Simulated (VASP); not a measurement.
# Li: single point with r2SCAN50

The system is Li.

```
Li
1.0
    -1.75465    1.75465    1.75465
     1.75465   -1.75465    1.75465
     1.75465    1.75465   -1.75465
Li
1
Direct
  0.00000 0.00000 0.00000
```

```json
{"Program": "VASP 6.6.1", "Task": "single point", "Functional": "r2SCAN50", "Potentials or basis": "VASP PAW PBE potentials, release 64 (Li_sv)", "Cutoff": "520 eV", "k mesh": "8 × 8 × 8", "Occupations": "methfessel-paxton, width 0.005 eV", "Spin": "no spin polarisation"}
```

```
Band gap on the k mesh : zero (an odd number of electrons rules out a gap without spin polarisation)
```

Levels at points of the mesh, in eV from the Fermi level:
```
           k point  band 1  band 2  band 3  band 4
(0.00, 0.00, 0.00)  -56.06   -6.44   15.97   15.97
(0.50, 0.00, 0.00)  -56.04    0.55    3.65   11.56
(0.50, 0.50, 0.50)  -56.03    6.61    6.61    6.61
```

Run time: 10 min on 1 thread of AMD EPYC 7R43 64-Core Processor (Zen 3) (shared host), peak memory 0.11 GiB.
